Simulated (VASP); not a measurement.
# HgTe (I-4m2) in VASP: notebook

Runs on HgTe. Level: r2SCAN. Tasks: single point.

Everything below comes from runs of VASP 6.6.1. Logs are shortened: lines on timing, memory, paths and dates and some standing lists are left out, and cuts for length are marked.

## Step 1: The cell of the first run

The structure is tetragonal, space group I-4m2 (No. 119). Conventional cell: a = 4.422 Å, b = 4.422 Å, c = 6.640 Å, α = 90.00°, β = 90.00°, γ = 90.00°. Within 3.6 Å of Hg (site symmetry -4m2) lie 4 Te at 2.76 Å. Within 3.6 Å of Te (site symmetry -4m2) lie 4 Hg at 2.76 Å.

## Step 2: Single point, r2SCAN (strain -0.030 along x and y, +0.030 along z)

Input file POSCAR:

```
HgTe
1.0
    0.0000000000      3.1267950000      3.3202050000
    3.1267950000      0.0000000000      3.3202050000
    3.1267950000      3.1267950000      0.0000000000
Hg Te
1 1
Direct
    0.0000000000      0.0000000000      0.0000000000
    0.7500000000      0.7500000000      0.7500000000
```

Input file INCAR.step1:

```
SYSTEM = HgTe
PREC = Accurate ; ENCUT = 520
ISMEAR = 0 ; SIGMA = 0.15
LREAL = .FALSE. ; LASPH = .TRUE.
NELM = 80 ; NBANDS = 16
GGA = PE ; ALGO = Normal
EDIFF = 1E-4 ; LWAVE = .TRUE.
LCHARG = .FALSE.
```

Input file INCAR.step2:

```
SYSTEM = HgTe
PREC = Accurate ; ENCUT = 520
EDIFF = 1E-6 ; ISMEAR = 0
SIGMA = 0.15 ; LREAL = .FALSE.
LASPH = .TRUE. ; NELM = 80
ALGO = Normal ; ISIF = 2
LWAVE = .FALSE. ; LCHARG = .FALSE.
METAGGA = R2SCAN ; LMIXTAU = .TRUE.
NBANDS = 16 ; ISTART = 1
```

Input file KPOINTS:

```
regular mesh
0
G
  14 14 14
  0 0 0
```

Potentials or basis: VASP PAW PBE potentials, release 64 (Hg, Te).

The run is started by

```console
$ cat potpaw_PBE.64/Hg/POTCAR potpaw_PBE.64/Te/POTCAR > POTCAR
$ cp INCAR.step1 INCAR
$ mpirun -np 1 vasp_std > vasp.out
$ cp INCAR.step2 INCAR
$ mpirun -np 1 vasp_std > vasp.out
```

OUTCAR:

```text
SYSTEM = HgTe
   PREC = Accurate
   ENCUT = 520
   EDIFF = 1E-6
   ISMEAR = 0
   LREAL = .FALSE.
   LASPH = .TRUE.
   NELM = 80
   ISIF = 2
   METAGGA = R2SCAN
   ISTART = 1

 ion  position               nearest neighbor table
   1  0.000  0.000  0.000-   2 2.76   2 2.76   2 2.76   2 2.76
   2  0.750  0.750  0.750-   1 2.76   1 2.76   1 2.76   1 2.76

  LATTYP: Found a body centered tetragonal cell.
 ALAT       =     4.4219558958
 C/A-ratio  =     1.5016906899

  Lattice vectors:

 A1 = (  -3.1267950000,   0.0000000000,   3.3202050000)
 A2 = (   3.1267950000,   0.0000000000,   3.3202050000)
 A3 = (   0.0000000000,   3.1267950000,  -3.3202050000)

Analysis of symmetry for initial positions (statically):
=====================================================================
 Subroutine PRICEL returns:
 Original cell was already a primitive cell.

 Routine SETGRP: Setting up the symmetry group for a
 body centered tetragonal supercell.

 Subroutine GETGRP returns: Found  8 space group operations
 (whereof  8 operations were pure point group operations)
 out of a pool of 16 trial point group operations.

The static configuration has the point symmetry D_2d.

Analysis of symmetry for dynamics (positions and initial velocities):
=====================================================================
 Subroutine PRICEL returns:
 Original cell was already a primitive cell.

 Routine SETGRP: Setting up the symmetry group for a
 body centered tetragonal supercell.

 Subroutine GETGRP returns: Found  8 space group operations
 (whereof  8 operations were pure point group operations)
 out of a pool of 16 trial point group operations.

The dynamic configuration has the point symmetry D_2d.

 Subroutine INISYM returns: Found  8 space group operations
 (whereof  8 operations are pure point group operations),
 and found     1 'primitive' translations

----------------------------------------------------------------------------------------

                                     Primitive cell

  volume of cell :      64.9223

  direct lattice vectors                    reciprocal lattice vectors
     0.000000000  3.126795000  3.320205000    -0.159908149  0.159908149  0.150593111
     3.126795000  0.000000000  3.320205000     0.159908149 -0.159908149  0.150593111
     3.126795000  3.126795000  0.000000000     0.159908149  0.159908149 -0.150593111

  length of vectors
     4.560768380  4.560768380  4.421955896     0.271697474  0.271697474  0.271697474

  position of ions in fractional coordinates (direct lattice)
[... 74 lines left out ...]
   LNONCOLLINEAR =      F non collinear calculations
   LSORBIT =      F    spin-orbit coupling
   LASPH  =      T    aspherical Exc in radial PAW
   ENCUT  =  520.0 eV  38.22 Ry    6.18 a.u.   8.48  8.48  8.22*2*pi/ulx,y,z
   NELM   =     80;   NELMIN=  2; NELMDL=  0     # of ELM steps
   EDIFF  = 0.1E-05   stopping-criterion for ELM
   LREAL  =      F    real-space projection
[... 7 lines left out ...]
   TEBEG  =    0.0;   TEEND  =   0.0 temperature during run
   PSTRESS=    0.0 pullay stress
   NELECT =      18.0000    total number of electrons
   NUPDOWN=      -1.0000    fix difference up-down
   EMIN   =  10.00;   EMAX   =-10.00  energy-range for DOS
   EFERMI =   0.00;   METHOD = LEGACY
   ISMEAR =     0;   SIGMA  =   0.15  broadening in eV -4-tet -1-fermi 0-gaus
   EFERMI_NEDOS =   21; number of points for ismear=-14 and -15
   IALGO  =     38    algorithm
   IMIX   =      4    mixing-type and parameters
     AMIX     =   0.40;   BMIX     =  1.00
     AMIX_MAG =   1.60;   BMIX_MAG =  1.00
  volume/ion in A,a.u.               =      32.46       219.06
  Fermi-wavevector in a.u.,A,eV,Ry     =   1.067500  2.017282 15.504595  1.139556
  Thomas-Fermi vector in A             =   2.203118
   LORBIT       =      0    0 simple, 1 ext, 2 COOP (PROOUT), +10 PAW based schemes
   METAGGA = R2SCAN    functional components
   LHFCALC =     F    Hartree Fock is set to
   AEXX    =    0.0000 exact exchange contribution
   IVDW    =     0    specifies the selected vdW correction
   LEPSILON=     F    determine dielectric tensor
   LRPA    =     F    only Hartree local field effects (RPA)
 non-spin polarized calculation
 Gauss-broadening in eV      SIGMA  =   0.15
  energy-cutoff  :      520.00
  volume of cell :       64.92
 maximum number of plane-waves:      1777
 NGX is ok and might be reduce to    36
   NGX = 17   NGY = 17   NGZ = 17

 number of electron      17.9999998 magnetization

 Free energy of the ion-electron system (eV)
  ---------------------------------------------------
  ext. energy  EPLUGINS =         0.00000000
  ---------------------------------------------------
  free energy    TOTEN  =       -75.07633056 eV

  energy without entropy =      -75.07617984  energy(sigma->0) =      -75.07625520

 E-fermi :   3.4816     XC(G=0):  -9.5112

 val. band max:        3.3763186502   @ k =   0.0000   0.0000   0.0000
 cond. band min:       3.8768549843   @ k =   0.0714   0.0000   0.0000
 fundamental gap:      0.5005363341
 Fermi energy:         3.4816296658

 k-point     1 :       0.0000    0.0000    0.0000
  band No.  band energies     occupation
      1      -9.4074      2.00000
      2      -4.5916      2.00000
      3      -4.5732      2.00000
      4      -4.5732      2.00000
      5      -3.9812      2.00000
      6      -3.9362      2.00000
[... 433 lines left out ...]
      3      -4.4370      2.00000
      4      -4.3943      2.00000
      5      -4.0069      2.00000
      6      -3.9211      2.00000
[... 8 lines left out ...]
     15      12.8586      0.00000
     16      13.4079      0.00000

 [... further k-points ...]

------------------------ aborting loop because EDIFF is reached ----------------------------------------

  FORCE on cell =-STRESS in cart. coord.  units (eV):
  Direction    XX          YY          ZZ          XY          YZ          ZX
  --------------------------------------------------------------------------------------
  -------------------------------------------------------------------------------------
  Total        1.9460307      1.9460307      1.5911178      0.0000000      0.0000000      0.0000000
  in kB       48.0249106     48.0249106     39.2662306      0.0000000      0.0000000      0.0000000
  external PRESSURE =      45.1053506 kB  Pullay stress =       0.0000000 kB

 VOLUME and BASIS-vectors are now :
 -----------------------------------------------------------------------------
  energy-cutoff  :      520.00
  volume of cell :       64.92
      direct lattice vectors                 reciprocal lattice vectors
     0.000000000  3.126795000  3.320205000    -0.159908149  0.159908149  0.150593111
     3.126795000  0.000000000  3.320205000     0.159908149 -0.159908149  0.150593111
     3.126795000  3.126795000  0.000000000     0.159908149  0.159908149 -0.150593111

 POSITION                                       TOTAL-FORCE (eV/Angst)
 -----------------------------------------------------------------------------------
      0.00000      0.00000      0.00000        -0.000000     -0.000000     -0.000000
      4.69019      4.69019      4.98031         0.000000      0.000000      0.000000
 -----------------------------------------------------------------------------------
    total drift:                                0.000000      0.000000      0.000000

  FREE ENERGIE OF THE ION-ELECTRON SYSTEM (eV)
  ---------------------------------------------------
  free  energy   TOTEN  =       -75.0763305565 eV

  energy  without entropy=      -75.0761798436  energy(sigma->0) =      -75.07625520
```

OUTCAR.step1:

```text
SYSTEM = HgTe
   PREC = Accurate
   ENCUT = 520
   ISMEAR = 0
   LREAL = .FALSE.
   LASPH = .TRUE.
[... 679 lines left out ...]
      0.00000      0.00000      0.00000         0.000000      0.000000      0.000000
      4.69019      4.69019      4.98031        -0.000000     -0.000000     -0.000000
 -----------------------------------------------------------------------------------
    total drift:                               -0.000000     -0.000000     -0.000000

  FREE ENERGIE OF THE ION-ELECTRON SYSTEM (eV)
  ---------------------------------------------------
  free  energy   TOTEN  =        -3.5014359966 eV

  energy  without entropy=       -3.5012512396  energy(sigma->0) =       -3.50134362
```

OSZICAR.step1:

```text
N       E                     dE             d eps       ncg     rms          rms(c)
DAV:   1     0.106168677473E+03    0.10617E+03   -0.80736E+03  7832   0.975E+02
DAV:   2    -0.148990888044E+00   -0.10632E+03   -0.99530E+02  9144   0.231E+02
DAV:   3    -0.368962049231E+01   -0.35406E+01   -0.35311E+01  9744   0.435E+01
DAV:   4    -0.372148676088E+01   -0.31866E-01   -0.31864E-01 11736   0.379E+00
DAV:   5    -0.372157737766E+01   -0.90617E-04   -0.90617E-04 10288   0.179E-01    0.836E+00
DAV:   6    -0.351114045198E+01    0.21044E+00   -0.40818E-01  9296   0.884E+00    0.652E+00
DAV:   7    -0.350241927788E+01    0.87212E-02   -0.10677E-01  9120   0.228E+00    0.225E+00
DAV:   8    -0.350143121998E+01    0.98806E-03   -0.12146E-02  8872   0.128E+00    0.582E-01
DAV:   9    -0.350143599664E+01   -0.47767E-05   -0.75139E-04 10264   0.319E-01
   1 F= -.35014360E+01 E0= -.35013436E+01  d E =-.184757E-03
```

It took 11 min on 1 thread of Intel Xeon Platinum 8488C (Sapphire Rapids), shared host; peak memory 0.41 GiB.

What came out:

| Quantity | Value |
| --- | --- |
| Free energy | -75.0763 eV |
| Pressure | 4.5 GPa |
| Band gap on the k mesh | zero (filled and empty bands touch) |

Stress tensor (GPa, compression positive):
```
4.80 0.00 0.00
0.00 4.80 0.00
0.00 0.00 3.93
```

Caveat: the cell differs from its parent crystal (strain -0.030 along x and y, +0.030 along z); the cell stands under pressure; semilocal functionals underestimate gaps, and a narrow one can read as zero; the PAW data sets were made with another functional, which shifts forces and pressure a little; spin-orbit coupling is left out, which moves the levels of the heavy elements.

## Step 3: Single point, r2SCAN (strain +0.015 along x and y, -0.030 along z)

Input file POSCAR:

```
HgTe
1.0
    0.0000000000      3.2718525000      3.1267950000
    3.2718525000      0.0000000000      3.1267950000
    3.2718525000      3.2718525000      0.0000000000
Hg Te
1 1
Direct
    0.0000000000      0.0000000000      0.0000000000
    0.7500000000      0.7500000000      0.7500000000
```

INCAR.step1: that of step 2 with these lines changed.

```diff
@@ -4,3 +4,3 @@
 LREAL = .FALSE. ; LASPH = .TRUE.
-NELM = 80 ; NBANDS = 16
+NELM = 60 ; NBANDS = 16
 GGA = PE ; ALGO = Normal
```

INCAR.step2: that of step 2 with these lines changed.

```diff
@@ -4,3 +4,3 @@
 SIGMA = 0.15 ; LREAL = .FALSE.
-LASPH = .TRUE. ; NELM = 80
+LASPH = .TRUE. ; NELM = 60
 ALGO = Normal ; ISIF = 2
```

KPOINTS is that of step 2.

Potentials or basis: VASP PAW PBE potentials, release 64 (Hg, Te).

The run is started by

```console
$ cat potpaw_PBE.64/Hg/POTCAR potpaw_PBE.64/Te/POTCAR > POTCAR
$ cp INCAR.step1 INCAR
$ mpirun -np 1 vasp_std > vasp.out
$ cp INCAR.step2 INCAR
$ mpirun -np 1 vasp_std > vasp.out
```

OUTCAR:

```text
SYSTEM = HgTe
   PREC = Accurate
   ENCUT = 520
   EDIFF = 1E-6
   ISMEAR = 0
   LREAL = .FALSE.
   LASPH = .TRUE.
   NELM = 60
   ISIF = 2
   METAGGA = R2SCAN
   ISTART = 1

 ion  position               nearest neighbor table
   1  0.000  0.000  0.000-   2 2.79   2 2.79   2 2.79   2 2.79
   2  0.750  0.750  0.750-   1 2.79   1 2.79   1 2.79   1 2.79

  LATTYP: Found a body centered tetragonal cell.
 ALAT       =     4.6270981796
 C/A-ratio  =     1.3515144389

  Lattice vectors:

[... 645 lines left out ...]

  FORCE on cell =-STRESS in cart. coord.  units (eV):
  Direction    XX          YY          ZZ          XY          YZ          ZX
  --------------------------------------------------------------------------------------
  -------------------------------------------------------------------------------------
  Total        1.0799842      1.0799842      1.3099800      0.0000000      0.0000000      0.0000000
  in kB       25.8470604     25.8470604     31.3515057      0.0000000      0.0000000      0.0000000
  external PRESSURE =      27.6818755 kB  Pullay stress =       0.0000000 kB

 VOLUME and BASIS-vectors are now :
 -----------------------------------------------------------------------------
  energy-cutoff  :      520.00
  volume of cell :       66.94
      direct lattice vectors                 reciprocal lattice vectors
     0.000000000  3.271852500  3.126795000    -0.152818625  0.152818625  0.159908149
     3.271852500  0.000000000  3.126795000     0.152818625 -0.152818625  0.159908149
     3.271852500  3.271852500  0.000000000     0.152818625  0.152818625 -0.159908149

 POSITION                                       TOTAL-FORCE (eV/Angst)
 -----------------------------------------------------------------------------------
      0.00000      0.00000      0.00000        -0.000000     -0.000000     -0.000000
      4.90778      4.90778      4.69019         0.000000      0.000000      0.000000
 -----------------------------------------------------------------------------------
    total drift:                                0.000000      0.000000     -0.000000

  FREE ENERGIE OF THE ION-ELECTRON SYSTEM (eV)
  ---------------------------------------------------
  free  energy   TOTEN  =       -75.1261844006 eV

  energy  without entropy=      -75.1260293740  energy(sigma->0) =      -75.12610689
```

OSZICAR.step1:

```text
N       E                     dE             d eps       ncg     rms          rms(c)
DAV:   1     0.105539545531E+03    0.10554E+03   -0.80146E+03  7848   0.973E+02
DAV:   2    -0.156397515203E+00   -0.10570E+03   -0.99023E+02  9144   0.228E+02
DAV:   3    -0.374902174329E+01   -0.35926E+01   -0.35849E+01  9696   0.436E+01
DAV:   4    -0.378225256167E+01   -0.33231E-01   -0.33229E-01 11664   0.380E+00
DAV:   5    -0.378234467687E+01   -0.92115E-04   -0.92115E-04 10352   0.180E-01    0.782E+00
DAV:   6    -0.357692482333E+01    0.20542E+00   -0.40100E-01  9208   0.861E+00    0.616E+00
DAV:   7    -0.356912149206E+01    0.78033E-02   -0.10095E-01  9208   0.219E+00    0.221E+00
DAV:   8    -0.356829195400E+01    0.82954E-03   -0.11044E-02  8856   0.121E+00    0.551E-01
DAV:   9    -0.356830318594E+01   -0.11232E-04   -0.73162E-04 10160   0.313E-01
   1 F= -.35683032E+01 E0= -.35682036E+01  d E =-.199202E-03
```

Run time: 9.6 min. Hardware: 1 thread of Intel Xeon Platinum 8488C (Sapphire Rapids), shared host; peak memory 0.42 GiB.

Results:

* Free energy: -75.1262 eV
* Pressure: 2.8 GPa
* Band gap on the k mesh: 0.11 eV (least direct gap 0.15 eV)

Stress tensor (GPa, compression positive):
```
2.58 0.00 0.00
0.00 2.58 0.00
0.00 0.00 3.14
```

Levels at points of the mesh, in eV from the valence-band top:
```csv
k point,band 7,band 8,band 9,band 10,band 11,band 12
"(0.00, 0.00, 0.00)",-0.38,-0.04,-0.04,0.11,4.57,4.58
"(0.50, 0.00, 0.00)",-5.69,-1.13,-0.92,0.96,5.26,5.53
"(0.50, 0.50, 0.00)",-5.47,-2.50,-2.50,1.87,2.59,8.97
"(0.50, 0.00, 0.50)",-5.69,-2.36,-2.25,2.22,2.81,8.65
```

Caveat: the cell differs from its parent crystal (strain +0.015 along x and y, -0.030 along z); the smearing spreads over this small gap; the PAW data sets were made with another functional, which shifts forces and pressure a little; spin-orbit coupling is left out, which moves the levels of the heavy elements. A k mesh can miss the band edges.

The gap in the log of VASP goes by the Fermi energy; the results here count the filled bands.